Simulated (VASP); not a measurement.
# Pt (Im-3m) in VASP: further runs

The runs below take Pt through single point, with PBEsol.

Program: VASP 6.6.1. These are calculated values, not measurements. Logs are shortened: lines on timing, memory, paths and dates and some standing lists are left out, and cuts for length are marked.

## Step 1: The cell of the first run

The structure is cubic, space group Im-3m (No. 229). Conventional cell: a = 3.168 Å, b = 3.168 Å, c = 3.168 Å, α = 90.00°, β = 90.00°, γ = 90.00°. Within 3.6 Å of Pt (site symmetry m-3m) lie 14 Pt at 2.74 to 3.17 Å.

This isn't the form of Pt at room conditions, which is fcc.

## Step 2: Single point, PBEsol

The input, INCAR:

```
PREC     = Accurate       # precision mode
ENCUT    = 500            # plane-wave cutoff, eV
EDIFF    = 1E-6           # SCF threshold, eV
ISMEAR   = -1             # smearing method
SIGMA    = 0.15           # smearing width, eV
LREAL    = F              # projectors in reciprocal space
LASPH    = T              # aspherical terms in the spheres
NELM     = 120            # most SCF steps
ALGO     = Normal         # electronic algorithm
ISIF     = 2              # what is computed and relaxed
LWAVE    = F              # write WAVECAR
LCHARG   = F              # write CHGCAR
GGA      = PS             # functional
NBANDS   = 11             # bands
GGA_COMPAT= F
```

The input, KPOINTS:

```
regular mesh
0
Gamma
  12 12 12
```

The input, POSCAR:

```
Pt
1.0
   -1.5842200000      1.5842200000      1.5842200000
    1.5842200000     -1.5842200000      1.5842200000
    1.5842200000      1.5842200000     -1.5842200000
Pt
1
Direct
    0.0000000000      0.0000000000      0.0000000000
```

Potentials or basis: VASP PAW PBE potentials, release 64 (Pt).

Run with:

```sh
> cat potpaw_PBE.64/Pt/POTCAR > POTCAR
> mpirun -np 1 vasp_std > vasp.out
```

OUTCAR:

```text
PREC = Accurate
   ENCUT = 500
   EDIFF = 1E-6
   ISMEAR = -1
   LREAL = F
   LASPH = T
   NELM = 120
   ISIF = 2
   GGA = PS

 ion  position               nearest neighbor table
   1  0.000  0.000  0.000-

  LATTYP: Found a body centered cubic cell.
 ALAT       =     3.1684400000

  Lattice vectors:

 A1 = (  -1.5842200000,   1.5842200000,   1.5842200000)
 A2 = (   1.5842200000,  -1.5842200000,   1.5842200000)
 A3 = (   1.5842200000,   1.5842200000,  -1.5842200000)

Analysis of symmetry for initial positions (statically):
=====================================================================
 Subroutine PRICEL returns:
 Original cell was already a primitive cell.

 Routine SETGRP: Setting up the symmetry group for a
 body centered cubic supercell.

 Subroutine GETGRP returns: Found 48 space group operations
 (whereof 48 operations were pure point group operations)
 out of a pool of 48 trial point group operations.

The static configuration has the point symmetry O_h .

Analysis of symmetry for dynamics (positions and initial velocities):
=====================================================================
 Subroutine PRICEL returns:
 Original cell was already a primitive cell.

 Routine SETGRP: Setting up the symmetry group for a
 body centered cubic supercell.

 Subroutine GETGRP returns: Found 48 space group operations
 (whereof 48 operations were pure point group operations)
 out of a pool of 48 trial point group operations.

The dynamic configuration has the point symmetry O_h .

 Subroutine INISYM returns: Found 48 space group operations
 (whereof 48 operations are pure point group operations),
 and found     1 'primitive' translations

----------------------------------------------------------------------------------------

                                     Primitive cell

  volume of cell :      15.9040

  direct lattice vectors                    reciprocal lattice vectors
    -1.584220000  1.584220000  1.584220000     0.000000000  0.315612731  0.315612731
     1.584220000 -1.584220000  1.584220000     0.315612731  0.000000000  0.315612731
     1.584220000  1.584220000 -1.584220000     0.315612731  0.315612731  0.000000000

  length of vectors
     2.743949530  2.743949530  2.743949530     0.446343804  0.446343804  0.446343804

  position of ions in fractional coordinates (direct lattice)
     0.000000000  0.000000000  0.000000000

  ion indices of the primitive-cell ions
   primitive index   ion index
                 1           1

----------------------------------------------------------------------------------------

 KPOINTS: regular mesh

Automatic generation of k-mesh.
 Grid dimensions read from file:
 generate k-points for:   12   12   12

 Generating k-lattice:

  Cartesian coordinates                     Fractional coordinates (reciprocal lattice)
     0.000000000  0.026301061  0.026301061     0.083333333  0.000000000  0.000000000
     0.026301061  0.000000000  0.026301061     0.000000000  0.083333333  0.000000000
     0.026301061  0.026301061  0.000000000     0.000000000  0.000000000  0.083333333

  Length of vectors
     0.037195317  0.037195317  0.037195317

  Shift w.r.t. Gamma in fractional coordinates (k-lattice)
     0.000000000  0.000000000  0.000000000

 Subroutine IBZKPT returns following result:
 ===========================================

 Found     72 irreducible k-points:

 Following reciprocal coordinates:
            Coordinates               Weight
  0.000000  0.000000  0.000000      1.000000
  0.083333  0.000000  0.000000     12.000000
  0.166667  0.000000  0.000000     12.000000
  0.250000  0.000000  0.000000     12.000000
  0.333333  0.000000  0.000000     12.000000
  0.416667  0.000000  0.000000     12.000000
[... 16 lines left out ...]
  0.333333  0.083333  0.083333     24.000000
  0.416667  0.083333  0.083333     12.000000
 [... further k-points ...]
   k-points           NKPTS =     72   k-points in BZ     NKDIM =     72   number of bands    NBANDS=     11
   number of dos      NEDOS =    301   number of ions     NIONS =      1
   total plane-waves  NPLWV =   8000
   dimension x,y,z NGX =    20 NGY =   20 NGZ =   20
   dimension x,y,z NGXF=    40 NGYF=   40 NGZF=   40
   ions per type =               1
   NGX,Y,Z   is equivalent  to a cutoff of  12.12, 12.12, 12.12 a.u.
   NGXF,Y,Z  is equivalent  to a cutoff of  24.23, 24.23, 24.23 a.u.
 SYSTEM =  unknown system
   PREC   = accura    normal or accurate (medium, high low for compatibility)
   ISTART =      0    job   : 0-new  1-cont  2-samecut
   ICHARG =      2    charge: 1-file 2-atom 10-const
   ISPIN  =      1    spin polarized calculation?
   LNONCOLLINEAR =      F non collinear calculations
   LSORBIT =      F    spin-orbit coupling
   LASPH  =      T    aspherical Exc in radial PAW
   ENCUT  =  500.0 eV  36.75 Ry    6.06 a.u.   5.00  5.00  5.00*2*pi/ulx,y,z
   NELM   =    120;   NELMIN=  2; NELMDL= -5     # of ELM steps
   EDIFF  = 0.1E-05   stopping-criterion for ELM
   LREAL  =      F    real-space projection
[... 7 lines left out ...]
   TEBEG  =    0.0;   TEEND  =   0.0 temperature during run
   PSTRESS=    0.0 pullay stress
   NELECT =      10.0000    total number of electrons
   NUPDOWN=      -1.0000    fix difference up-down
   EMIN   =  10.00;   EMAX   =-10.00  energy-range for DOS
   EFERMI =   0.00;   METHOD = LEGACY
   ISMEAR =    -1;   SIGMA  =   0.15  broadening in eV -4-tet -1-fermi 0-gaus
   EFERMI_NEDOS =   21; number of points for ismear=-14 and -15
   IALGO  =     38    algorithm
   IMIX   =      4    mixing-type and parameters
     AMIX     =   0.40;   BMIX     =  1.00
     AMIX_MAG =   1.60;   BMIX_MAG =  1.00
  volume/ion in A,a.u.               =      15.90       107.33
  Fermi-wavevector in a.u.,A,eV,Ry     =   1.402510  2.650360 26.763132  1.967035
  Thomas-Fermi vector in A             =   2.525265
   LORBIT       =      0    0 simple, 1 ext, 2 COOP (PROOUT), +10 PAW based schemes
   GGA     = PS    functional components
   LHFCALC =     F    Hartree Fock is set to
   AEXX    =    0.0000 exact exchange contribution
   IVDW    =     0    specifies the selected vdW correction
   LEPSILON=     F    determine dielectric tensor
   LRPA    =     F    only Hartree local field effects (RPA)
 non-spin polarized calculation
  energy-cutoff  :      500.00
  volume of cell :       15.90
 maximum number of plane-waves:       420
   NGX =  9   NGY =  9   NGZ =  9

 number of electron      10.0000000 magnetization

 Free energy of the ion-electron system (eV)
  ---------------------------------------------------
  ext. energy  EPLUGINS =         0.00000000
  ---------------------------------------------------
  free energy    TOTEN  =        -6.87248630 eV

  energy without entropy =       -6.79725120  energy(sigma->0) =       -6.83486875

 E-fermi :   9.9215     XC(G=0): -13.3086

 val. band max:        9.9036517005   @ k =  -0.4167  -0.4167   0.0833
 cond. band min:       9.9347042356   @ k =   0.5000   0.5000   0.4167
 fundamental gap:      0.0310525352
 Fermi energy:         9.9215067118

 k-point     1 :       0.0000    0.0000    0.0000
  band No.  band energies     occupation
      1       0.4060      2.00000
      2       6.4533      2.00000
      3       6.4533      2.00000
      4       6.4533      2.00000
      5       8.9364      1.99719
      6       8.9364      1.99719
      7      26.9879      0.00000
      8      26.9879      0.00000
      9      26.9879      0.00000
     10      36.9115      0.00000
     11      36.9130      0.00000

 k-point     2 :       0.0833    0.0000    0.0000
  band No.  band energies     occupation
      1       0.6854      2.00000
      2       6.3448      2.00000
      3       6.4516      2.00000
      4       6.6766      2.00000
      5       8.8009      1.99886
      6       8.9441      1.99705
      7      27.1026      0.00000
      8      27.1770      0.00000
      9      27.3973      0.00000
     10      34.1479      0.00000
     11      34.6088      0.00000

 k-point     3 :       0.1667    0.0000    0.0000
  band No.  band energies     occupation
      1       1.4666      2.00000
      2       6.0605      2.00000
      3       6.4239      2.00000
      4       7.3232      2.00000
      5       8.5644      1.99976
      6       8.9743      1.99639
      7      26.8226      0.00000
      8      26.9914      0.00000
      9      28.5605      0.00000
     10      32.3457      0.00000
     11      32.5393      0.00000

 k-point     4 :       0.2500    0.0000    0.0000
  band No.  band energies     occupation
      1       2.5063      2.00000
      2       5.6972      2.00000
      3       6.4875      2.00000
      4       8.3139      1.99996
      5       8.5081      1.99984
      6       9.0383      1.99447
      7      24.2960      0.00000
      8      25.9135      0.00000
      9      30.2952      0.00000
     10      31.3212      0.00000
     11      32.3208      0.00000
[... 239 lines left out ...]
 k-point    22 :       0.2500    0.0833    0.0833
  band No.  band energies     occupation
      1       3.7569      2.00000
      2       5.3111      2.00000
      3       6.3289      2.00000
      4       8.7547      1.99916
      5       9.1306      1.98980
      6      10.7194      0.00974
      7      20.6911      0.00000
      8      24.2748      0.00000
      9      25.3994      0.00000
     10      31.1658      0.00000
     11      36.2545      0.00000

 k-point    23 :       0.3333    0.0833    0.0833
  band No.  band energies     occupation
      1       3.8756      2.00000
      2       5.1103      2.00000
      3       7.5538      2.00000
      4       8.8635      1.99827
      5       9.2341      1.97976
      6      12.2238      0.00000
      7      17.4901      0.00000
      8      23.3459      0.00000
      9      24.2382      0.00000
     10      32.9843      0.00000
     11      34.9818      0.00000

 k-point    24 :       0.4167    0.0833    0.0833
  band No.  band energies     occupation
      1       3.8463      2.00000
      2       5.0410      2.00000
      3       8.2961      1.99996
      4       8.8855      1.99800
      5       9.2715      1.97409
      6      13.2390      0.00000
      7      15.7588      0.00000
      8      23.0152      0.00000
      9      23.7288      0.00000
     10      33.8642      0.00000
     11      34.4652      0.00000

 [... further k-points ...]

------------------------ aborting loop because EDIFF is reached ----------------------------------------

  FORCE on cell =-STRESS in cart. coord.  units (eV):
  Direction    XX          YY          ZZ          XY          YZ          ZX
  --------------------------------------------------------------------------------------
  -------------------------------------------------------------------------------------
  Total       -1.0882158     -1.0882158     -1.0882158     -0.0000000      0.0000000      0.0000000
  in kB     -109.6274047   -109.6274047   -109.6274047     -0.0000000      0.0000000      0.0000000
  external PRESSURE =    -109.6274047 kB  Pullay stress =       0.0000000 kB

 VOLUME and BASIS-vectors are now :
 -----------------------------------------------------------------------------
  energy-cutoff  :      500.00
  volume of cell :       15.90
      direct lattice vectors                 reciprocal lattice vectors
    -1.584220000  1.584220000  1.584220000     0.000000000  0.315612731  0.315612731
     1.584220000 -1.584220000  1.584220000     0.315612731  0.000000000  0.315612731
     1.584220000  1.584220000 -1.584220000     0.315612731  0.315612731  0.000000000

 POSITION                                       TOTAL-FORCE (eV/Angst)
 -----------------------------------------------------------------------------------
      0.00000      0.00000      0.00000         0.000000      0.000000      0.000000
 -----------------------------------------------------------------------------------
    total drift:                                0.000000     -0.000000     -0.000000

  FREE ENERGIE OF THE ION-ELECTRON SYSTEM (eV)
  ---------------------------------------------------
  free  energy   TOTEN  =        -6.8724862965 eV

  energy  without entropy=       -6.7972511972  energy(sigma->0) =       -6.83486875
```

Run time: 20 s. Hardware: 1 thread of AMD EPYC, shared host; peak memory 0.1 GiB.

What came out:

* Free energy: -6.8725 eV
* Pressure: -11.0 GPa
* Band gap on the k mesh: zero (bands 5 and 6 overlap by 2.13 eV)

Caveat: the cell stands under tension; the PAW data sets were made with another functional, which shifts forces and pressure a little; spin-orbit coupling is left out, which moves the levels of the heavy elements.

## Step 3: Single point, PBEsol

The input, INCAR:

```
SYSTEM = Pt
PREC = Accurate ; ENCUT = 500
EDIFF = 1E-6 ; ISMEAR = -1
SIGMA = 0.15 ; LREAL = .FALSE.
LASPH = .TRUE. ; NELM = 120
ALGO = Normal ; ISIF = 2
LWAVE = .FALSE. ; LCHARG = .FALSE.
GGA = PS ; NBANDS = 11
GGA_COMPAT = .FALSE.
```

The input, KPOINTS:

```
regular mesh
0
G
  12 12 12
  0 0 0
```

POSCAR is that of step 2.

Potentials or basis: VASP PAW PBE potentials, release 64 (Pt).

Run with:

```sh
> cat potpaw_PBE.64/Pt/POTCAR > POTCAR
> mpirun -np 1 vasp_std > vasp.out
```

It took 17 s on 1 thread of AMD EPYC, shared host; peak memory 0.1 GiB.

It converged, with:

```yaml
Free_energy: -6.8725 eV
Pressure: -11.0 GPa
Band_gap_on_the_k_mesh: zero (bands 5 and 6 overlap by 2.13 eV)
```

Levels at points of the mesh, in eV from the Fermi level:
| k point | band 1 | band 2 | band 3 | band 4 | band 5 | band 6 | band 7 | band 8 | band 9 | band 10 |
| --- | --- | --- | --- | --- | --- | --- | --- | --- | --- | --- |
| (0.00, 0.00, 0.00) | -9.52 | -3.47 | -3.47 | -3.47 | -0.99 | -0.99 | 17.07 | 17.07 | 17.07 | 26.99 |
| (0.50, 0.00, 0.00) | -6.55 | -4.88 | -1.17 | -0.67 | 0.20 | 1.02 | 6.19 | 13.21 | 15.73 | 23.97 |
| (0.50, 0.50, 0.50) | -6.03 | -6.03 | 0.51 | 0.51 | 0.51 | 7.57 | 7.57 | 7.57 | 12.60 | 18.89 |

Caveat: the cell stands under tension; the PAW data sets were made with another functional, which shifts forces and pressure a little; spin-orbit coupling is left out, which moves the levels of the heavy elements.
